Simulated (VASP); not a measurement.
# MgO (I4/mmm) in VASP: a series of runs

The runs below take MgO through single point, with PBEsol.

Everything below comes from runs of VASP 6.6.1. Logs are shortened: lines on timing, memory, paths and dates and some standing lists are left out, and cuts for length are marked.

### Step 1. The cell of the first run

The structure is tetragonal, space group I4/mmm (No. 139). Conventional cell: a = 3.020 Å, b = 3.020 Å, c = 4.142 Å, α = 90.00°, β = 90.00°, γ = 90.00°. Within 2.7 Å of Mg (site symmetry 4/mmm) lie 6 O at 2.07 to 2.14 Å. Within 2.7 Å of O (site symmetry 4/mmm) lie 6 Mg at 2.07 to 2.14 Å.

### Step 2. Single point, PBEsol (strain -0.0300 x Voigt [1, 0, 0, 0, 0, 0])

File INCAR:

```
PREC = Accurate ; ENCUT = 520
EDIFF = 1E-6 ; ISMEAR = 0
SIGMA = 0.05 ; LREAL = False
LASPH = True ; NELM = 100
ALGO = Normal ; ISIF = 2
LWAVE = False ; LCHARG = True
GGA = PS ; LELF = True
LVHAR = True ; NBANDS = 11
```

File KPOINTS:

```
Automatic mesh
0
Gamma
  10 10 10
```

File POSCAR:

```
MgO
1.0
    0.0000000000      2.1351500000      2.1351500000
    2.0710955000      0.0000000000      2.1351500000
    2.0710955000      2.1351500000      0.0000000000
Mg O
1 1
Direct
    0.0000000000      0.0000000000      0.0000000000
    0.5000000000      0.5000000000      0.5000000000
```

Potentials or basis: VASP PAW PBE potentials, release 64 (Mg, O).

Launch:

```sh
$ cat potpaw_PBE.64/Mg/POTCAR potpaw_PBE.64/O/POTCAR > POTCAR
$ mpirun -np 1 vasp_std > vasp.out
```

OUTCAR:

```text
PREC = Accurate
   ENCUT = 520
   EDIFF = 1E-6
   ISMEAR = 0
   LREAL = False
   LASPH = True
   NELM = 100
   ISIF = 2
   GGA = PS

 ion  position               nearest neighbor table
   1  0.000  0.000  0.000-   2 2.07   2 2.07   2 2.14   2 2.14   2 2.14   2 2.14
   2  0.500  0.500  0.500-   1 2.07   1 2.07   1 2.14   1 2.14   1 2.14   1 2.14

  LATTYP: Found a body centered tetragonal cell.
 ALAT       =     3.0195580877
 C/A-ratio  =     1.3717871555

  Lattice vectors:

 A1 = (  -2.0710955000,   0.0000000000,  -2.1351500000)
 A2 = (  -2.0710955000,   0.0000000000,   2.1351500000)
 A3 = (   2.0710955000,   2.1351500000,   0.0000000000)

Analysis of symmetry for initial positions (statically):
=====================================================================
 Subroutine PRICEL returns:
 Original cell was already a primitive cell.

 Routine SETGRP: Setting up the symmetry group for a
 body centered tetragonal supercell.

 Subroutine GETGRP returns: Found 16 space group operations
 (whereof 16 operations were pure point group operations)
 out of a pool of 16 trial point group operations.

The static configuration has the point symmetry D_4h.

Analysis of symmetry for dynamics (positions and initial velocities):
=====================================================================
 Subroutine PRICEL returns:
 Original cell was already a primitive cell.

 Routine SETGRP: Setting up the symmetry group for a
 body centered tetragonal supercell.

 Subroutine GETGRP returns: Found 16 space group operations
 (whereof 16 operations were pure point group operations)
 out of a pool of 16 trial point group operations.

The dynamic configuration has the point symmetry D_4h.

 Subroutine INISYM returns: Found 16 space group operations
 (whereof 16 operations are pure point group operations),
 and found     1 'primitive' translations

----------------------------------------------------------------------------------------

                                     Primitive cell

  volume of cell :      18.8837

  direct lattice vectors                    reciprocal lattice vectors
     0.000000000  2.135150000  2.135150000    -0.241418129  0.234175585  0.234175585
     2.071095500  0.000000000  2.135150000     0.241418129 -0.234175585  0.234175585
     2.071095500  2.135150000  0.000000000     0.241418129  0.234175585 -0.234175585

  length of vectors
     3.019558088  2.974609570  2.974609570     0.409828161  0.409828161  0.409828161

  position of ions in fractional coordinates (direct lattice)
     0.000000000  0.000000000  0.000000000
     0.500000000  0.500000000  0.500000000

  ion indices of the primitive-cell ions
   primitive index   ion index
                 1           1
                 2           2

----------------------------------------------------------------------------------------

 KPOINTS: Automatic mesh

Automatic generation of k-mesh.
 Grid dimensions read from file:
 generate k-points for:   10   10   10

 Generating k-lattice:

  Cartesian coordinates                     Fractional coordinates (reciprocal lattice)
    -0.024141813  0.023417558  0.023417558     0.100000000  0.000000000  0.000000000
     0.024141813 -0.023417558  0.023417558     0.000000000  0.100000000  0.000000000
     0.024141813  0.023417558 -0.023417558     0.000000000  0.000000000  0.100000000

  Length of vectors
     0.040982816  0.040982816  0.040982816

  Shift w.r.t. Gamma in fractional coordinates (k-lattice)
     0.000000000  0.000000000  0.000000000

 Subroutine IBZKPT returns following result:
 ===========================================

 Found    102 irreducible k-points:

 Following reciprocal coordinates:
            Coordinates               Weight
  0.000000  0.000000  0.000000      1.000000
  0.100000  0.000000  0.000000      8.000000
  0.200000  0.000000  0.000000      8.000000
  0.300000  0.000000  0.000000      8.000000
  0.400000  0.000000  0.000000      8.000000
  0.500000  0.000000  0.000000      4.000000
[... 16 lines left out ...]
  0.300000  0.300000  0.000000      4.000000
  0.400000  0.300000  0.000000     16.000000
 [... further k-points ...]
   k-points           NKPTS =    102   k-points in BZ     NKDIM =    102   number of bands    NBANDS=     11
   number of dos      NEDOS =    301   number of ions     NIONS =      2
   total plane-waves  NPLWV =  13824
   dimension x,y,z NGX =    24 NGY =   24 NGZ =   24
   dimension x,y,z NGXF=    48 NGYF=   48 NGZF=   48
   ions per type =               1   1
   NGX,Y,Z   is equivalent  to a cutoff of  13.21, 13.41, 13.41 a.u.
   NGXF,Y,Z  is equivalent  to a cutoff of  26.43, 26.83, 26.83 a.u.
 SYSTEM =  unknown system
   PREC   = accura    normal or accurate (medium, high low for compatibility)
   ISTART =      0    job   : 0-new  1-cont  2-samecut
   ICHARG =      2    charge: 1-file 2-atom 10-const
   ISPIN  =      1    spin polarized calculation?
   LNONCOLLINEAR =      F non collinear calculations
   LSORBIT =      F    spin-orbit coupling
   LASPH  =      T    aspherical Exc in radial PAW
   ENCUT  =  520.0 eV  38.22 Ry    6.18 a.u.   5.61  5.53  5.53*2*pi/ulx,y,z
   NELM   =    100;   NELMIN=  2; NELMDL= -5     # of ELM steps
   EDIFF  = 0.1E-05   stopping-criterion for ELM
   LREAL  =      F    real-space projection
   EDIFFG = 0.1E-04   stopping-criterion for IOM
   NSW    =      0    number of steps for IOM
   IBRION =     -1    ionic relax: 0-MD 1-quasi-New 2-CG
   NFREE  =      0    steps in history (QN), initial steepest desc. (CG)
   ISIF   =      2    stress and relaxation
   ISYM   =      2    0-nonsym 1-usesym 2-fastsym
   POTIM  = 0.5000    time-step for ionic-motion
   TEBEG  =    0.0;   TEEND  =   0.0 temperature during run
   PSTRESS=    0.0 pullay stress
   NELECT =       8.0000    total number of electrons
   NUPDOWN=      -1.0000    fix difference up-down
   EMIN   =  10.00;   EMAX   =-10.00  energy-range for DOS
   EFERMI =   0.00;   METHOD = LEGACY
   ISMEAR =     0;   SIGMA  =   0.05  broadening in eV -4-tet -1-fermi 0-gaus
   EFERMI_NEDOS =   21; number of points for ismear=-14 and -15
   IALGO  =     38    algorithm
   IMIX   =      4    mixing-type and parameters
     AMIX     =   0.40;   BMIX     =  1.00
     AMIX_MAG =   1.60;   BMIX_MAG =  1.00
  volume/ion in A,a.u.               =       9.44        63.72
  Fermi-wavevector in a.u.,A,eV,Ry     =   1.229540  2.323493 20.568848  1.511768
  Thomas-Fermi vector in A             =   2.364423
   LORBIT       =      0    0 simple, 1 ext, 2 COOP (PROOUT), +10 PAW based schemes
   GGA     = PS    functional components
   LHFCALC =     F    Hartree Fock is set to
   AEXX    =    0.0000 exact exchange contribution
   IVDW    =     0    specifies the selected vdW correction
   LEPSILON=     F    determine dielectric tensor
   LRPA    =     F    only Hartree local field effects (RPA)
 non-spin polarized calculation
 Gauss-broadening in eV      SIGMA  =   0.05
  energy-cutoff  :      520.00
  volume of cell :       18.88
 maximum number of plane-waves:       531
   NGX = 11   NGY = 11   NGZ = 11

 number of electron       8.0000004 magnetization

 Free energy of the ion-electron system (eV)
  ---------------------------------------------------
  ext. energy  EPLUGINS =         0.00000000
  ---------------------------------------------------
  free energy    TOTEN  =       -12.50402969 eV

  energy without entropy =      -12.50402969  energy(sigma->0) =      -12.50402969

 E-fermi :   3.2918     XC(G=0): -11.2571

 val. band max:        3.0087498409   @ k =   0.0000   0.0000   0.0000
 cond. band min:       7.5112263173   @ k =   0.0000   0.0000   0.0000
 fundamental gap:      4.5024764764
 Fermi energy:         3.2918210751

 k-point     1 :       0.0000    0.0000    0.0000
  band No.  band energies     occupation
      1     -14.1660      2.00000
      2       2.9371      2.00000
      3       3.0087      2.00000
      4       3.0087      2.00000
      5       7.5112      0.00000
      6      18.4634      0.00000
      7      18.4634      0.00000
      8      18.7822      0.00000
      9      22.3862      0.00000
     10      23.7517      0.00000
     11      24.7607      0.00000

 k-point     2 :       0.1000    0.0000    0.0000
  band No.  band energies     occupation
      1     -14.0601      2.00000
      2       2.3211      2.00000
      3       2.9017      2.00000
      4       2.9351      2.00000
      5       8.1469      0.00000
      6      17.3051      0.00000
      7      18.6911      0.00000
      8      18.9210      0.00000
      9      23.0781      0.00000
     10      23.8873      0.00000
     11      24.0958      0.00000

 k-point     3 :       0.2000    0.0000    0.0000
  band No.  band energies     occupation
      1     -13.7689      2.00000
      2       0.9957      2.00000
      3       2.7440      2.00000
      4       2.7492      2.00000
      5       9.3411      0.00000
      6      15.7948      0.00000
      7      19.1044      0.00000
      8      19.4516      0.00000
      9      22.5040      0.00000
     10      23.1094      0.00000
     11      24.9728      0.00000

 k-point     4 :       0.3000    0.0000    0.0000
  band No.  band energies     occupation
      1     -13.3758      2.00000
      2      -0.3251      2.00000
      3       2.5316      2.00000
      4       2.5591      2.00000
      5      10.2653      0.00000
      6      15.1084      0.00000
      7      19.1041      0.00000
      8      19.6830      0.00000
      9      23.0878      0.00000
     10      23.3699      0.00000
     11      24.4015      0.00000
[... 239 lines left out ...]
 k-point    22 :      -0.2000    0.2000   -0.0000
  band No.  band energies     occupation
      1     -13.2507      2.00000
      2      -0.1671      2.00000
      3       1.6550      2.00000
      4       2.5479      2.00000
      5      11.2233      0.00000
      6      14.5918      0.00000
      7      17.8513      0.00000
      8      20.7269      0.00000
      9      21.2974      0.00000
     10      24.0803      0.00000
     11      27.2857      0.00000

 k-point    23 :       0.3000    0.3000    0.0000
  band No.  band energies     occupation
      1     -13.1948      2.00000
      2      -0.1852      2.00000
      3       1.9965      2.00000
      4       2.1535      2.00000
      5      11.6340      0.00000
      6      13.2863      0.00000
      7      17.0153      0.00000
      8      20.5932      0.00000
      9      20.9187      0.00000
     10      27.0283      0.00000
     11      29.8983      0.00000

 k-point    24 :       0.4000    0.3000    0.0000
  band No.  band energies     occupation
      1     -12.9475      2.00000
      2      -0.6150      2.00000
      3       1.6784      2.00000
      4       1.9561      2.00000
      5      12.3624      0.00000
      6      13.0392      0.00000
      7      16.2188      0.00000
      8      20.8745      0.00000
      9      21.3234      0.00000
     10      27.6972      0.00000
     11      29.5513      0.00000

 [... further k-points ...]
[... 5 lines left out ...]
  --------------------------------------------------------------------------------------
  -------------------------------------------------------------------------------------
  Total        0.2957565     -0.4407331     -0.4407331     -0.0000000      0.0000000      0.0000000
  in kB       25.0933104    -37.3937818    -37.3937818     -0.0000000      0.0000000      0.0000000
  external PRESSURE =     -16.5647511 kB  Pullay stress =       0.0000000 kB

 VOLUME and BASIS-vectors are now :
 -----------------------------------------------------------------------------
  energy-cutoff  :      520.00
  volume of cell :       18.88
      direct lattice vectors                 reciprocal lattice vectors
     0.000000000  2.135150000  2.135150000    -0.241418129  0.234175585  0.234175585
     2.071095500  0.000000000  2.135150000     0.241418129 -0.234175585  0.234175585
     2.071095500  2.135150000  0.000000000     0.241418129  0.234175585 -0.234175585

 POSITION                                       TOTAL-FORCE (eV/Angst)
 -----------------------------------------------------------------------------------
      0.00000      0.00000      0.00000         0.000000     -0.000000     -0.000000
      2.07110      2.13515      2.13515         0.000000      0.000000      0.000000
 -----------------------------------------------------------------------------------
    total drift:                               -0.000000     -0.000000      0.000000

  FREE ENERGIE OF THE ION-ELECTRON SYSTEM (eV)
  ---------------------------------------------------
  free  energy   TOTEN  =       -12.5040296943 eV

  energy  without entropy=      -12.5040296943  energy(sigma->0) =      -12.50402969
```

It took 9.7 s on 1 thread of Intel Xeon Platinum 8488C (Sapphire Rapids), shared host; peak memory 0.15 GiB.

Results:

| Property | Result |
| --- | --- |
| Free energy | -12.5040 eV |
| Pressure | -1.7 GPa |
| Band gap on the k mesh | 4.50 eV, direct |

Levels at points of the mesh, in eV from the valence-band top:
| k point | band 2 | band 3 | band 4 | band 5 | band 6 | band 7 |
| --- | --- | --- | --- | --- | --- | --- |
| (0.00, 0.00, 0.00) | -0.07 | 0.00 | 0.00 | 4.50 | 15.45 | 15.45 |
| (0.50, 0.00, 0.00) | -4.66 | -0.71 | -0.65 | 7.65 | 12.35 | 15.71 |
| (0.50, 0.50, 0.00) | -4.16 | -1.42 | -1.24 | 9.00 | 9.76 | 12.70 |
| (0.00, 0.50, 0.50) | -4.05 | -1.46 | -1.46 | 8.68 | 9.73 | 13.10 |

Caveat: the cell differs from its parent crystal (strain -0.0300 x Voigt [1, 0, 0, 0, 0, 0]); the PAW data sets were made with another functional, which shifts forces and pressure a little.

(Part 1 of 2 ends here.)
